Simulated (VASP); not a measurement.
Set up this calculation in VASP 6.6.1, as the native input.

```yaml
Task: single point
Functional: r2SCAN
Dispersion: rVV10
Potentials_or_basis: VASP PAW PBE potentials, release 64 (B, N)
Cutoff: 520 eV
k_mesh: 9 × 9 × 9
Occupations: methfessel-paxton, width 0.02 eV
Spin: no spin polarisation
Dipole_correction: no
Further_INCAR_settings: ALGO = Normal; EDIFF = 1e-07; NBANDS = 11
```

BN (Qingsongite):

```xyz
2
Lattice="2.5504 0.0000 0.0000 1.2752 2.2087 0.0000 1.2752 0.7362 2.0824" Properties=species:S:1:pos:R:3 pbc="T T T"
B     0.0000    0.0000    0.0000
N     1.2752    0.7362    0.5206
```

The input as run:

POSCAR

```
BN
1.0
    2.5504159254      0.0000000000      0.0000000000
    1.2752079627      2.2087249816      0.0000000000
    1.2752079627      0.7362416605      2.0824058830
B N
1 1
Direct
    0.0000000000      0.0000000000      0.0000000000
    0.2500000000      0.2500000000      0.2500000000
```

INCAR.step1

```
SYSTEM = BN
ALGO = Normal
EDIFF = 1E-4
ENCUT = 520
GGA = PE
ISMEAR = 1
LASPH = .TRUE.
LCHARG = .FALSE.
LREAL = .FALSE.
LWAVE = .TRUE.
NBANDS = 11
NELM = 60
PREC = Accurate
SIGMA = 0.02
```

INCAR.step2

```
SYSTEM = BN
ALGO = Normal
BPARAM = 11.95
CPARAM = 0.0093
EDIFF = 1E-7
ENCUT = 520
ISIF = 2
ISMEAR = 1
ISTART = 1
IVDW_NL = 2
LASPH = .TRUE.
LCHARG = .FALSE.
LMIXTAU = .TRUE.
LREAL = .FALSE.
LUSE_VDW = .TRUE.
LWAVE = .FALSE.
METAGGA = R2SCAN
NBANDS = 11
NELM = 60
PREC = Accurate
SIGMA = 0.02
```

KPOINTS

```
k-points
0
G
  9 9 9
  0 0 0
```

Potentials or basis: VASP PAW PBE potentials, release 64 (B, N).

The run is started by

```sh
$ cat potpaw_PBE.64/B/POTCAR potpaw_PBE.64/N/POTCAR > POTCAR
$ cp INCAR.step1 INCAR
$ mpirun -np 1 vasp_std > vasp.out
$ cp INCAR.step2 INCAR
$ mpirun -np 1 vasp_std > vasp.out
```

Results of the run:

```json
{
 "Pressure": "1.2 GPa",
 "Band gap on the k mesh": "5.10 eV, indirect (least direct gap 9.55 eV)"
}
```

Caveat: the PAW data sets were made with another functional, which shifts forces and pressure a little.

Run time: 31 s on 1 thread of Intel(R) Xeon(R) Platinum 8259CL CPU @ 2.50GHz (Skylake/Cascade Lake) (shared host), peak memory 0.17 GiB.
